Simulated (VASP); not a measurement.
Here is a VASP 6.6.1 calculation.

INCAR

```
SYSTEM = TiO2
ALGO = Normal
EDIFF = 1E-8
ENCUT = 520
GGA = PE
ISIF = 2
ISMEAR = -1
LASPH = .True.
LCHARG = .False.
LEFG = .True.
LREAL = Auto
LWAVE = .False.
NBANDS = 114
NELM = 80
PREC = Accurate
SIGMA = 0.02
```

Contents of KPOINTS:

```
k-points
0
Gamma
  4 3 4
  0 0 0
```

POSCAR

```
TiO2
1.0
    5.1490000000      0.0000000000      0.0000000000
    0.0000000000      9.1750000000      0.0000000000
    0.0000000000      0.0000000000      5.4590000000
Ti O
8 16
Direct
    0.1373000000      0.1290000000      0.9015000000
    0.6373000000      0.3710000000      0.0985000000
    0.8627000000      0.6290000000      0.5985000000
    0.3627000000      0.8710000000      0.4015000000
    0.8627000000      0.8710000000      0.0985000000
    0.3627000000      0.6290000000      0.9015000000
    0.1373000000      0.3710000000      0.4015000000
    0.6373000000      0.1290000000      0.5985000000
    0.8168000000      0.0096000000      0.8510000000
    0.3168000000      0.4904000000      0.1490000000
    0.1832000000      0.5096000000      0.6490000000
    0.6832000000      0.9904000000      0.3510000000
    0.1832000000      0.9904000000      0.1490000000
    0.6832000000      0.5096000000      0.8510000000
    0.8168000000      0.4904000000      0.3510000000
    0.3168000000      0.0096000000      0.6490000000
    0.4642000000      0.2312000000      0.8882000000
    0.9642000000      0.2688000000      0.1118000000
    0.5358000000      0.7312000000      0.6118000000
    0.0358000000      0.7688000000      0.3882000000
    0.5358000000      0.7688000000      0.1118000000
    0.0358000000      0.7312000000      0.8882000000
    0.4642000000      0.2688000000      0.3882000000
    0.9642000000      0.2312000000      0.6118000000
```

Potentials or basis: VASP PAW PBE potentials, release 64 (Ti_sv, O).

Command:

```console
$ cat potpaw_PBE.64/Ti_sv/POTCAR potpaw_PBE.64/O/POTCAR > POTCAR
$ mpirun -np 1 vasp_std > vasp.out
```

Q: Estimate the largest force.

A: 0.106 eV/Å.

Q: Predict the pressure.

A: 4.8 GPa.

Q: Predict the band gap on the k mesh.

A: 2.25 eV.

Stress tensor (GPa, compression positive):
```
4.61 0.00 0.00
0.00 4.82 0.00
0.00 0.00 4.82
```

Caveat: the cell stands under pressure; without QUAD_EFG the Cq values of the log hold for a quadrupole moment of 1 mb, not for the nuclei. A k mesh can miss the band edges.
